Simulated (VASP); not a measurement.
# Cd2HgTe3 (I4/mmm) in VASP: single point with PBE

Aim: the single point of Cd2HgTe3 with PBE.

Everything below comes from runs of VASP 6.6.1. Logs are shortened: lines on timing, memory, paths and dates and some standing lists are left out, and cuts for length are marked.

**1. The cell of the first run**

It takes space group I4/mmm (No. 139, tetragonal). Conventional cell: a = 4.384 Å, b = 4.384 Å, c = 18.600 Å, α = 90.00°, β = 90.00°, γ = 90.00°. Cd (site symmetry 4mm) has 6 Te at 3.10 Å within 4.1 Å. Within 4.1 Å of Hg (site symmetry 4/mmm) lie 6 Te at 3.10 Å. Te (site symmetry 4mm) has 5 Cd at 3.10 Å and 1 Hg at 3.10 Å within 4.1 Å. Within 4.1 Å of Te (site symmetry 4/mmm) lie 4 Hg at 3.10 Å and 2 Cd at 3.10 Å.

**2. Single point, PBE**

INCAR

```
SYSTEM = Cd2HgTe3
PREC = Accurate
ENCUT = 520
EDIFF = 1E-7
ISMEAR = 0
SIGMA = 0.1
LREAL = .False.
LASPH = .True.
NELM = 60
ALGO = Normal
ISIF = 2
LWAVE = .False.
LCHARG = .False.
GGA = PE
NBANDS = 36
```

KPOINTS

```
regular mesh
0
Gamma
  6 6 6
  0 0 0
```

POSCAR

```
Cd2HgTe3
1.0
   -2.1919873100      2.1919873100      9.2998145400
    2.1919873100     -2.1919873100      9.2998145400
    2.1919873100      2.1919873100     -9.2998145400
Cd Hg Te
2 1 3
Direct
    0.6666666700      0.6666666700      0.0000000000
    0.3333333300      0.3333333300      0.0000000000
    0.0000000000      0.0000000000      0.0000000000
    0.1666666700      0.1666666700      0.0000000000
    0.8333333300      0.8333333300      0.0000000000
    0.5000000000      0.5000000000      0.0000000000
```

Potentials or basis: VASP PAW PBE potentials, release 64 (Cd, Hg, Te).

Launch:

```console
$ cat potpaw_PBE.64/Cd/POTCAR potpaw_PBE.64/Hg/POTCAR potpaw_PBE.64/Te/POTCAR > POTCAR
$ mpirun -np 1 vasp_std > vasp.out
```

OUTCAR:

```text
SYSTEM = Cd2HgTe3
   PREC = Accurate
   ENCUT = 520
   EDIFF = 1E-7
   ISMEAR = 0
   LREAL = .False.
   LASPH = .True.
   NELM = 60
   ISIF = 2
   GGA = PE

 ion  position               nearest neighbor table
   1  0.667  0.667  0.000-   5 3.10   4 3.10   4 3.10   4 3.10   4 3.10   6 3.10
   2  0.333  0.333  0.000-   4 3.10   5 3.10   5 3.10   5 3.10   5 3.10   6 3.10
   3  0.000  0.000  0.000-   6 3.10   6 3.10   6 3.10   6 3.10   5 3.10   4 3.10
   4  0.167  0.167  0.000-   2 3.10   1 3.10   1 3.10   1 3.10   1 3.10   3 3.10
   5  0.833  0.833  0.000-   1 3.10   2 3.10   2 3.10   2 3.10   2 3.10   3 3.10
   6  0.500  0.500  0.000-   3 3.10   3 3.10   3 3.10   3 3.10   2 3.10   1 3.10

  LATTYP: Found a body centered tetragonal cell.
 ALAT       =     4.3839746200
 C/A-ratio  =     4.2426406839

  Lattice vectors:

 A1 = (  -2.1919873100,   2.1919873100,   9.2998145400)
 A2 = (   2.1919873100,  -2.1919873100,   9.2998145400)
 A3 = (   2.1919873100,   2.1919873100,  -9.2998145400)

Analysis of symmetry for initial positions (statically):
=====================================================================
 Subroutine PRICEL returns:
 Original cell was already a primitive cell.

 Routine SETGRP: Setting up the symmetry group for a
 body centered tetragonal supercell.

 Subroutine GETGRP returns: Found 16 space group operations
 (whereof 16 operations were pure point group operations)
 out of a pool of 16 trial point group operations.

The static configuration has the point symmetry D_4h.

Analysis of symmetry for dynamics (positions and initial velocities):
=====================================================================
 Subroutine PRICEL returns:
 Original cell was already a primitive cell.

 Routine SETGRP: Setting up the symmetry group for a
 body centered tetragonal supercell.

 Subroutine GETGRP returns: Found 16 space group operations
 (whereof 16 operations were pure point group operations)
 out of a pool of 16 trial point group operations.

The dynamic configuration has the point symmetry D_4h.

 Subroutine INISYM returns: Found 16 space group operations
 (whereof 16 operations are pure point group operations),
 and found     1 'primitive' translations

----------------------------------------------------------------------------------------

                                     Primitive cell

  volume of cell :     178.7353

  direct lattice vectors                    reciprocal lattice vectors
    -2.191987310  2.191987310  9.299814540     0.000000000  0.228103510  0.053764513
     2.191987310 -2.191987310  9.299814540     0.228103510  0.000000000  0.053764513
     2.191987310  2.191987310 -9.299814540     0.228103510  0.228103510  0.000000000

  length of vectors
     9.802865255  9.802865255  9.802865255     0.234354079  0.234354079  0.322587078

  position of ions in fractional coordinates (direct lattice)
     0.666666670  0.666666670  0.000000000
     0.333333330  0.333333330  0.000000000
     0.000000000  0.000000000  0.000000000
     0.166666670  0.166666670  0.000000000
     0.833333330  0.833333330  0.000000000
     0.500000000  0.500000000  0.000000000

  ion indices of the primitive-cell ions
   primitive index   ion index
                 1           1
                 2           2
                 3           3
                 4           4
                 5           5
                 6           6

----------------------------------------------------------------------------------------

 KPOINTS: regular mesh

Automatic generation of k-mesh.
 Grid dimensions read from file:
 generate k-points for:    6    6    6

 Generating k-lattice:

  Cartesian coordinates                     Fractional coordinates (reciprocal lattice)
     0.000000000  0.038017252  0.008960752     0.166666667  0.000000000 -0.000000000
     0.038017252  0.000000000  0.008960752     0.000000000  0.166666667 -0.000000000
     0.038017252  0.038017252  0.000000000     0.000000000  0.000000000  0.166666667

  Length of vectors
     0.039059013  0.039059013  0.053764513

  Shift w.r.t. Gamma in fractional coordinates (k-lattice)
     0.000000000  0.000000000  0.000000000

 Subroutine IBZKPT returns following result:
 ===========================================

 Found     30 irreducible k-points:

 Following reciprocal coordinates:
            Coordinates               Weight
  0.000000  0.000000  0.000000      1.000000
  0.166667  0.000000 -0.000000      8.000000
  0.333333  0.000000 -0.000000      8.000000
  0.500000  0.000000 -0.000000      4.000000
  0.166667  0.166667 -0.000000      8.000000
  0.333333  0.166667 -0.000000     16.000000
[... 16 lines left out ...]
 -0.333333 -0.333333  0.166667      8.000000
 -0.166667 -0.333333  0.166667      8.000000
 [... further k-points ...]
   k-points           NKPTS =     30   k-points in BZ     NKDIM =     30   number of bands    NBANDS=     36
   number of dos      NEDOS =    301   number of ions     NIONS =      6
   total plane-waves  NPLWV = 512000
   dimension x,y,z NGX =    80 NGY =   80 NGZ =   80
   dimension x,y,z NGXF=   160 NGYF=  160 NGZF=  160
   ions per type =               2   1   3
   NGX,Y,Z   is equivalent  to a cutoff of  13.57, 13.57, 13.57 a.u.
   NGXF,Y,Z  is equivalent  to a cutoff of  27.13, 27.13, 27.13 a.u.
 SYSTEM =  Cd2HgTe3
   PREC   = accura    normal or accurate (medium, high low for compatibility)
   ISTART =      0    job   : 0-new  1-cont  2-samecut
   ICHARG =      2    charge: 1-file 2-atom 10-const
   ISPIN  =      1    spin polarized calculation?
   LNONCOLLINEAR =      F non collinear calculations
   LSORBIT =      F    spin-orbit coupling
   LASPH  =      T    aspherical Exc in radial PAW
   ENCUT  =  520.0 eV  38.22 Ry    6.18 a.u.  18.23 18.23 18.23*2*pi/ulx,y,z
   NELM   =     60;   NELMIN=  2; NELMDL= -5     # of ELM steps
   EDIFF  = 0.1E-06   stopping-criterion for ELM
   LREAL  =      F    real-space projection
   EDIFFG = 0.1E-05   stopping-criterion for IOM
   NSW    =      0    number of steps for IOM
   IBRION =     -1    ionic relax: 0-MD 1-quasi-New 2-CG
   NFREE  =      0    steps in history (QN), initial steepest desc. (CG)
   ISIF   =      2    stress and relaxation
   ISYM   =      2    0-nonsym 1-usesym 2-fastsym
   POTIM  = 0.5000    time-step for ionic-motion
   TEBEG  =    0.0;   TEEND  =   0.0 temperature during run
   PSTRESS=    0.0 pullay stress
   NELECT =      54.0000    total number of electrons
   NUPDOWN=      -1.0000    fix difference up-down
   EMIN   =  10.00;   EMAX   =-10.00  energy-range for DOS
   EFERMI =   0.00;   METHOD = LEGACY
   ISMEAR =     0;   SIGMA  =   0.10  broadening in eV -4-tet -1-fermi 0-gaus
   EFERMI_NEDOS =   21; number of points for ismear=-14 and -15
   IALGO  =     38    algorithm
   IMIX   =      4    mixing-type and parameters
     AMIX     =   0.40;   BMIX     =  1.00
     AMIX_MAG =   1.60;   BMIX_MAG =  1.00
  volume/ion in A,a.u.               =      29.79       201.03
  Fermi-wavevector in a.u.,A,eV,Ry     =   1.098507  2.075876 16.418375  1.206717
  Thomas-Fermi vector in A             =   2.234885
   LORBIT       =      0    0 simple, 1 ext, 2 COOP (PROOUT), +10 PAW based schemes
   GGA     = PE    functional components
   LHFCALC =     F    Hartree Fock is set to
   AEXX    =    0.0000 exact exchange contribution
   IVDW    =     0    specifies the selected vdW correction
   LEPSILON=     F    determine dielectric tensor
   LRPA    =     F    only Hartree local field effects (RPA)
 non-spin polarized calculation
 Gauss-broadening in eV      SIGMA  =   0.10
  energy-cutoff  :      520.00
  volume of cell :      178.74
 maximum number of plane-waves:      4887
 NGX is ok and might be reduce to    80
   NGX = 37   NGY = 37   NGZ = 37

 number of electron      53.9999999 magnetization

 Free energy of the ion-electron system (eV)
  ---------------------------------------------------
  ext. energy  EPLUGINS =         0.00000000
  ---------------------------------------------------
  free energy    TOTEN  =       -12.20624417 eV

  energy without entropy =      -12.18243195  energy(sigma->0) =      -12.19433806

 E-fermi :   3.5830     XC(G=0):  -9.5486

 val. band max:        3.5756964591   @ k =   0.5000   0.5000   0.3333
 cond. band min:       3.5883211082   @ k =   0.1667   0.1667   0.1667
 fundamental gap:      0.0126246491
 Fermi energy:         3.5829832499

 k-point     1 :       0.0000    0.0000    0.0000
  band No.  band energies     occupation
      1      -7.8715      2.00000
      2      -7.2096      2.00000
      3      -7.1123      2.00000
      4      -4.6035      2.00000
      5      -4.5883      2.00000
      6      -4.5764      2.00000
[... 28 lines left out ...]
     35      10.8639      0.00000
     36      10.8674      0.00000

 k-point     2 :       0.1667    0.0000   -0.0000
  band No.  band energies     occupation
      1      -7.7283      2.00000
      2      -7.1394      2.00000
      3      -7.0177      2.00000
      4      -4.6212      2.00000
      5      -4.6056      2.00000
      6      -4.5935      2.00000
[... 28 lines left out ...]
     35       9.8296      0.00000
     36       9.9366      0.00000

 k-point     3 :       0.3333    0.0000   -0.0000
  band No.  band energies     occupation
      1      -7.3635      2.00000
      2      -6.9646      2.00000
      3      -6.8633      2.00000
      4      -4.6822      2.00000
      5      -4.6747      2.00000
      6      -4.6520      2.00000
[... 28 lines left out ...]
     35       8.5034      0.00000
     36       9.1304      0.00000
[... 742 lines left out ...]
 k-point    23 :      -0.3333   -0.3333    0.1667
  band No.  band energies     occupation
      1      -7.5216      2.00000
      2      -7.2120      2.00000
      3      -6.9379      2.00000
      4      -4.6768      2.00000
      5      -4.6374      2.00000
      6      -4.6095      2.00000
[... 28 lines left out ...]
     35       9.2251      0.00000
     36       9.3062      0.00000

 k-point    24 :      -0.1667   -0.3333    0.1667
  band No.  band energies     occupation
      1      -7.6756      2.00000
      2      -7.2436      2.00000
      3      -6.9873      2.00000
      4      -4.6314      2.00000
      5      -4.6213      2.00000
      6      -4.6056      2.00000
[... 28 lines left out ...]
     35       9.6859      0.00000
     36       9.7107      0.00000

 [... further k-points ...]
[... 5 lines left out ...]
  --------------------------------------------------------------------------------------
  -------------------------------------------------------------------------------------
  Total       -1.5539118     -1.5539118     -1.2682273      0.0000000      0.0000000     -0.0000000
  in kB      -13.9292138    -13.9292138    -11.3683470      0.0000000      0.0000000     -0.0000000
  external PRESSURE =     -13.0755916 kB  Pullay stress =       0.0000000 kB

 VOLUME and BASIS-vectors are now :
 -----------------------------------------------------------------------------
  energy-cutoff  :      520.00
  volume of cell :      178.74
      direct lattice vectors                 reciprocal lattice vectors
    -2.191987310  2.191987310  9.299814540     0.000000000  0.228103510  0.053764513
     2.191987310 -2.191987310  9.299814540     0.228103510  0.000000000  0.053764513
     2.191987310  2.191987310 -9.299814540     0.228103510  0.228103510  0.000000000

 POSITION                                       TOTAL-FORCE (eV/Angst)
 -----------------------------------------------------------------------------------
      0.00000      0.00000     12.39975        -0.000000     -0.000000      0.088583
      0.00000      0.00000      6.19988        -0.000000     -0.000000     -0.088583
      0.00000      0.00000      0.00000         0.000000      0.000000     -0.000000
      0.00000      0.00000      3.09994         0.000000      0.000000      0.225243
      0.00000      0.00000     15.49969        -0.000000     -0.000000     -0.225243
      0.00000      0.00000      9.29981         0.000000      0.000000      0.000000
 -----------------------------------------------------------------------------------
    total drift:                                0.000000      0.000000      0.000000

  FREE ENERGIE OF THE ION-ELECTRON SYSTEM (eV)
  ---------------------------------------------------
  free  energy   TOTEN  =       -12.2062441743 eV

  energy  without entropy=      -12.1824319491  energy(sigma->0) =      -12.19433806
```

Wall time 25 min (1 thread of Intel Xeon 8259CL, shared host); peak memory 1 GiB.

Results:

```yaml
Free_energy: -12.2062 eV
Pressure: -1.3 GPa
Largest_force: 0.225 eV/Å
Band_gap_on_the_k_mesh: zero (bands 27 and 28 overlap by 1.81 eV)
```

Forces in eV/Å, atoms in the order of the input:
```
Cd   0.000  0.000  0.089
Cd   0.000  0.000 -0.089
Hg   0.000  0.000  0.000
Te   0.000  0.000  0.225
Te   0.000  0.000 -0.225
Te   0.000  0.000  0.000
```

Levels at points of the mesh, in eV from the Fermi level:
| k point | band 24 | band 25 | band 26 | band 27 | band 28 | band 29 | band 30 | band 31 |
| --- | --- | --- | --- | --- | --- | --- | --- | --- |
| (0.00, 0.00, 0.00) | -1.55 | -0.79 | -0.47 | -0.47 | -0.47 | 0.11 | 0.11 | 4.72 |
| (0.50, 0.00, 0.00) | -0.16 | -0.08 | 0.07 | 0.18 | 2.39 | 2.75 | 2.81 | 3.79 |
| (0.50, 0.50, 0.00) | -2.55 | -2.44 | -1.94 | -1.94 | -1.60 | 0.94 | 1.17 | 4.56 |
| (0.50, 0.50, 0.50) | -1.54 | -0.92 | -0.92 | -0.80 | -0.80 | 2.03 | 2.26 | 4.53 |

Caveat: spin-orbit coupling is left out, which moves the levels of the heavy elements.
